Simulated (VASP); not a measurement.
# MgO (P6_3/mmc) in VASP: a series of runs

MgO is run at these levels: HSE06, PBE-based screened hybrid with 35 % exact exchange; tasks: single point.

Everything below comes from runs of VASP 6.6.1. Logs are shortened: lines on timing, memory, paths and dates and some standing lists are left out, and cuts for length are marked.

### Step 1. The cell of the first run

The structure is hexagonal, space group P6_3/mmc (No. 194). The conventional cell has a = 3.484 Å, b = 3.484 Å, c = 4.185 Å, α = 90.00°, β = 90.00°, γ = 120.00°. Mg (site symmetry -6m2) has 5 O at 2.01 to 2.09 Å within 2.7 Å. O (site symmetry -6m2) has 5 Mg at 2.01 to 2.09 Å within 2.7 Å.

### Step 2. Single point, HSE06

Contents of POSCAR:

```
MgO
1.0
    3.4840796084      0.0000000000      0.0000000000
   -1.7420398042      3.0173014497      0.0000000000
    0.0000000000      0.0000000000      4.1853171300
Mg O
2 2
Direct
    0.6666666667      0.3333333333      0.7500000000
    0.3333333333      0.6666666667      0.2500000000
    0.6666666667      0.3333333333      0.2500000000
    0.3333333333      0.6666666667      0.7500000000
```

Contents of INCAR.step1:

```
PREC = Accurate
ENCUT = 520
EDIFF = 1E-5
ISMEAR = 0
SIGMA = 0.01
LREAL = F
LASPH = T
NELM = 100
ALGO = Normal
ISIF = 2
LWAVE = T
GGA = PE
NBANDS = 16
```

Contents of INCAR.step2:

```
PREC = Accurate
ENCUT = 520
EDIFF = 1E-7
ISMEAR = 0
SIGMA = 0.01
LREAL = F
LASPH = T
NELM = 100
ALGO = Normal
ISIF = 2
LWAVE = F
LCHARG = T
GGA = PE
LHFCALC = T
HFSCREEN = 0.2079
PRECFOCK = Normal
LELF = T
LVHAR = T
ISTART = 1
NBANDS = 16
```

Contents of KPOINTS:

```
Automatic mesh
0
Gamma
  6 6 4
```

Potentials or basis: VASP PAW PBE potentials, release 64 (Mg, O).

Command:

```console
$ cat potpaw_PBE.64/Mg/POTCAR potpaw_PBE.64/O/POTCAR > POTCAR
$ cp INCAR.step1 INCAR
$ mpirun -np 1 vasp_std > vasp.out
$ cp INCAR.step2 INCAR
$ mpirun -np 1 vasp_std > vasp.out
```

OUTCAR:

```text
PREC = Accurate
   ENCUT = 520
   EDIFF = 1E-7
   ISMEAR = 0
   LREAL = F
   LASPH = T
   NELM = 100
   ISIF = 2
   GGA = PE
   LHFCALC = T
   HFSCREEN = 0.2079
   PRECFOCK = Normal
   ISTART = 1

 ion  position               nearest neighbor table
   1  0.667  0.333  0.750-   4 2.01   4 2.01   4 2.01   3 2.09   3 2.09   2 2.90   2 2.90   2 2.90
                             2 2.90   2 2.90   2 2.90
   2  0.333  0.667  0.250-   3 2.01   3 2.01   3 2.01   4 2.09   4 2.09   1 2.90   1 2.90   1 2.90
                             1 2.90   1 2.90   1 2.90
   3  0.667  0.333  0.250-   2 2.01   2 2.01   2 2.01   1 2.09   1 2.09
   4  0.333  0.667  0.750-   1 2.01   1 2.01   1 2.01   2 2.09   2 2.09

  LATTYP: Found a hexagonal cell.
 ALAT       =     3.4840796084
 C/A-ratio  =     1.2012690869

  Lattice vectors:

 A1 = (   3.4840796084,   0.0000000000,   0.0000000000)
 A2 = (  -1.7420398042,   3.0173014497,   0.0000000000)
 A3 = (   0.0000000000,   0.0000000000,   4.1853171300)

Analysis of symmetry for initial positions (statically):
=====================================================================
 Subroutine PRICEL returns:
 Original cell was already a primitive cell.

 Routine SETGRP: Setting up the symmetry group for a
 hexagonal supercell.

 Subroutine GETGRP returns: Found 24 space group operations
 (whereof 12 operations were pure point group operations)
 out of a pool of 24 trial point group operations.

The static configuration has the point symmetry D_3d.
 The point group associated with its full space group is D_6h.

Analysis of symmetry for dynamics (positions and initial velocities):
=====================================================================
 Subroutine PRICEL returns:
 Original cell was already a primitive cell.

 Routine SETGRP: Setting up the symmetry group for a
 hexagonal supercell.

 Subroutine GETGRP returns: Found 24 space group operations
 (whereof 12 operations were pure point group operations)
 out of a pool of 24 trial point group operations.

The dynamic configuration has the point symmetry D_3d.
 The point group associated with its full space group is D_6h.

 Subroutine INISYM returns: Found 24 space group operations
 (whereof 12 operations are pure point group operations),
 and found     1 'primitive' translations

----------------------------------------------------------------------------------------

                                     Primitive cell

  volume of cell :      43.9982

  direct lattice vectors                    reciprocal lattice vectors
     3.484079608  0.000000000  0.000000000     0.287019848  0.165710987  0.000000000
    -1.742039804  3.017301450  0.000000000     0.000000000  0.331421973  0.000000000
     0.000000000  0.000000000  4.185317130     0.000000000  0.000000000  0.238930520

  length of vectors
     3.484079608  3.484079608  4.185317130     0.331421973  0.331421973  0.238930520

  position of ions in fractional coordinates (direct lattice)
     0.666666667  0.333333333  0.750000000
     0.333333333  0.666666667  0.250000000
     0.666666667  0.333333333  0.250000000
     0.333333333  0.666666667  0.750000000

  ion indices of the primitive-cell ions
   primitive index   ion index
                 1           1
                 2           2
                 3           3
                 4           4

----------------------------------------------------------------------------------------

 KPOINTS: Automatic mesh

Automatic generation of k-mesh.
 Grid dimensions read from file:
 generate k-points for:    6    6    4

 Generating k-lattice:

  Cartesian coordinates                     Fractional coordinates (reciprocal lattice)
     0.047836641  0.027618498  0.000000000     0.166666667  0.000000000  0.000000000
     0.000000000  0.055236996  0.000000000     0.000000000  0.166666667  0.000000000
     0.000000000  0.000000000  0.059732630     0.000000000  0.000000000  0.250000000

  Length of vectors
     0.055236996  0.055236996  0.059732630

  Shift w.r.t. Gamma in fractional coordinates (k-lattice)
     0.000000000  0.000000000  0.000000000

 Subroutine IBZKPT returns following result:
 ===========================================

 Found     21 irreducible k-points:

 Following reciprocal coordinates:
            Coordinates               Weight
  0.000000  0.000000  0.000000      1.000000
  0.166667  0.000000  0.000000      6.000000
  0.333333 -0.000000  0.000000      6.000000
  0.500000  0.000000  0.000000      3.000000
  0.166667  0.166667  0.000000      6.000000
  0.333333  0.166667  0.000000     12.000000
[... 13 lines left out ...]
  0.333333  0.166667  0.500000     12.000000
  0.333333  0.333333  0.500000      2.000000
   k-points           NKPTS =     21   k-points in BZ     NKDIM =    144   number of bands    NBANDS=     16
   number of dos      NEDOS =    301   number of ions     NIONS =      4
   total plane-waves  NPLWV =  25088
   dimension x,y,z NGX =    28 NGY =   28 NGZ =   32
   dimension x,y,z NGXF=    56 NGYF=   56 NGZF=   64
   ions per type =               2   2
   NGX,Y,Z   is equivalent  to a cutoff of  13.36, 13.36, 12.71 a.u.
   NGXF,Y,Z  is equivalent  to a cutoff of  26.72, 26.72, 25.42 a.u.
 SYSTEM =  unknown system
   PREC   = accura    normal or accurate (medium, high low for compatibility)
   ISTART =      1    job   : 0-new  1-cont  2-samecut
   ICHARG =      0    charge: 1-file 2-atom 10-const
   ISPIN  =      1    spin polarized calculation?
   LNONCOLLINEAR =      F non collinear calculations
   LSORBIT =      F    spin-orbit coupling
   LASPH  =      T    aspherical Exc in radial PAW
   ENCUT  =  520.0 eV  38.22 Ry    6.18 a.u.   6.48  6.48  7.78*2*pi/ulx,y,z
   NELM   =    100;   NELMIN=  2; NELMDL=  0     # of ELM steps
   EDIFF  = 0.1E-06   stopping-criterion for ELM
   LREAL  =      F    real-space projection
   EDIFFG = 0.1E-05   stopping-criterion for IOM
   NSW    =      0    number of steps for IOM
   IBRION =     -1    ionic relax: 0-MD 1-quasi-New 2-CG
   NFREE  =      0    steps in history (QN), initial steepest desc. (CG)
   ISIF   =      2    stress and relaxation
   ISYM   =      3    0-nonsym 1-usesym 2-fastsym
   POTIM  = 0.5000    time-step for ionic-motion
   TEBEG  =    0.0;   TEEND  =   0.0 temperature during run
   PSTRESS=    0.0 pullay stress
   NELECT =      16.0000    total number of electrons
   NUPDOWN=      -1.0000    fix difference up-down
   EMIN   =  10.00;   EMAX   =-10.00  energy-range for DOS
   EFERMI =   0.00;   METHOD = LEGACY
   ISMEAR =     0;   SIGMA  =   0.01  broadening in eV -4-tet -1-fermi 0-gaus
   EFERMI_NEDOS =   21; number of points for ismear=-14 and -15
   IALGO  =     38    algorithm
   IMIX   =      1    mixing-type and parameters
     AMIX     =   0.40;   BMIX     =  1.00
     AMIX_MAG =   1.60;   BMIX_MAG =  1.00
  volume/ion in A,a.u.               =      11.00        74.23
  Fermi-wavevector in a.u.,A,eV,Ry     =   1.168521  2.208184 18.577951  1.365441
  Thomas-Fermi vector in A             =   2.305006
   LORBIT       =      0    0 simple, 1 ext, 2 COOP (PROOUT), +10 PAW based schemes
   GGA     = PE    functional components
   LHFCALC =     T    Hartree Fock is set to
   PRECFOCK=normal    Normal, Fast or Accurate (Low or Medium for compatibility)
   ENCUT4O =  -1.0   cutoff for four orbital integrals eV
   NKREDX  =     1    reduce k-point grid by
   NKREDY  =     1    reduce k-point grid by
   NKREDZ  =     1    reduce k-point grid by
   AEXX    =    0.2500 exact exchange contribution
   HFSCREEN=    0.2079 screening length (either q_TF or 0.3 A-1)
   HFSCREENC=   0.2079 screening length for correlation (either q_TF or 0.3 A-1)
   ENCUTFOCK=  -1.0 apply spherical cutoff to Coloumb kernel
   IVDW    =     0    specifies the selected vdW correction
   LEPSILON=     F    determine dielectric tensor
   LRPA    =     F    only Hartree local field effects (RPA)
 non-spin polarized calculation
 Gauss-broadening in eV      SIGMA  =   0.01
  energy-cutoff  :      520.00
  volume of cell :       44.00
 maximum number of plane-waves:      1204
 NGX is ok and might be reduce to    28
  NGX = 20; NGY = 20; NGZ = 24

 number of electron      15.9999998 magnetization

 Free energy of the ion-electron system (eV)
  ---------------------------------------------------
  ext. energy  EPLUGINS =         0.00000000
  ---------------------------------------------------
  free energy    TOTEN  =       -28.21458381 eV

  energy without entropy =      -28.21458381  energy(sigma->0) =      -28.21458381

 E-fermi :   0.9139     XC(G=0):  -8.2947

 val. band max:        0.7891259415   @ k =   0.0000   0.0000   0.0000
 cond. band min:       5.8056487822   @ k =   0.0000   0.0000   0.0000
 fundamental gap:      5.0165228407
 Fermi energy:         0.9138557464

 k-point     1 :       0.0000    0.0000    0.0000
  band No.  band energies     occupation
      1     -17.6840      2.00000
      2     -16.2155      2.00000
      3      -3.1320      2.00000
      4      -1.0798      2.00000
      5      -1.0798      2.00000
      6      -0.0626      2.00000
[... 8 lines left out ...]
     15      18.3707      0.00000
     16      18.5215      0.00000

 k-point     2 :       0.1667    0.0000    0.0000
  band No.  band energies     occupation
      1     -17.5440      2.00000
      2     -16.2420      2.00000
      3      -2.9016      2.00000
      4      -1.5309      2.00000
      5      -1.2834      2.00000
      6      -0.5889      2.00000
[... 8 lines left out ...]
     15      17.4330      0.00000
     16      17.6187      0.00000

 k-point     3 :       0.3333   -0.0000    0.0000
  band No.  band energies     occupation
      1     -17.2028      2.00000
      2     -16.3506      2.00000
      3      -2.5145      2.00000
      4      -2.2912      2.00000
      5      -1.5966      2.00000
      6      -1.1173      2.00000
[... 8 lines left out ...]
     15      16.9844      0.00000
     16      17.6034      0.00000
[... 305 lines left out ...]
 k-point    20 :       0.3333    0.1667    0.5000
  band No.  band energies     occupation
      1     -16.6549      2.00000
      2     -16.6549      2.00000
      3      -3.1637      2.00000
      4      -3.1637      2.00000
      5      -1.3408      2.00000
      6      -1.3408      2.00000
[... 8 lines left out ...]
     15      18.8549      0.00000
     16      18.8549      0.00000

 k-point    21 :       0.3333    0.3333    0.5000
  band No.  band energies     occupation
      1     -16.6166      2.00000
      2     -16.6166      2.00000
      3      -3.0533      2.00000
      4      -3.0533      2.00000
      5      -1.8362      2.00000
      6      -1.8362      2.00000
[... 8 lines left out ...]
     15      20.2773      0.00000
     16      20.2773      0.00000

------------------------ aborting loop because EDIFF is reached ----------------------------------------

  FORCE on cell =-STRESS in cart. coord.  units (eV):
  Direction    XX          YY          ZZ          XY          YZ          ZX
  --------------------------------------------------------------------------------------
  -------------------------------------------------------------------------------------
  Total       -0.0375972     -0.0375972     -0.0899156      0.0000000     -0.0000000      0.0000000
  in kB       -1.3690872     -1.3690872     -3.2742388      0.0000000     -0.0000000      0.0000000
  external PRESSURE =      -2.0041378 kB  Pullay stress =       0.0000000 kB

 VOLUME and BASIS-vectors are now :
 -----------------------------------------------------------------------------
  energy-cutoff  :      520.00
  volume of cell :       44.00
      direct lattice vectors                 reciprocal lattice vectors
     3.484079608  0.000000000  0.000000000     0.287019848  0.165710987  0.000000000
    -1.742039804  3.017301450  0.000000000     0.000000000  0.331421973  0.000000000
     0.000000000  0.000000000  4.185317130     0.000000000  0.000000000  0.238930520

 POSITION                                       TOTAL-FORCE (eV/Angst)
 -----------------------------------------------------------------------------------
      1.74204      1.00577      3.13899        -0.000000      0.000000      0.000000
     -0.00000      2.01153      1.04633         0.000000     -0.000000      0.000000
      1.74204      1.00577      1.04633         0.000000     -0.000000     -0.000000
     -0.00000      2.01153      3.13899         0.000000      0.000000     -0.000000
 -----------------------------------------------------------------------------------
    total drift:                                0.000000      0.000000      0.000000

  FREE ENERGIE OF THE ION-ELECTRON SYSTEM (eV)
  ---------------------------------------------------
  free  energy   TOTEN  =       -28.2145838110 eV

  energy  without entropy=      -28.2145838110  energy(sigma->0) =      -28.21458381
```

Run time: 50 min. Hardware: 1 thread of Intel Xeon 8259CL, shared host; peak memory 0.29 GiB.

Results:

* Free energy: -28.2146 eV
* Pressure: -0.2 GPa
* Band gap on the k mesh: 5.02 eV

Caveat: the PAW data sets were made with another functional, which shifts forces and pressure a little.

(Continued in part 2 of 2.)
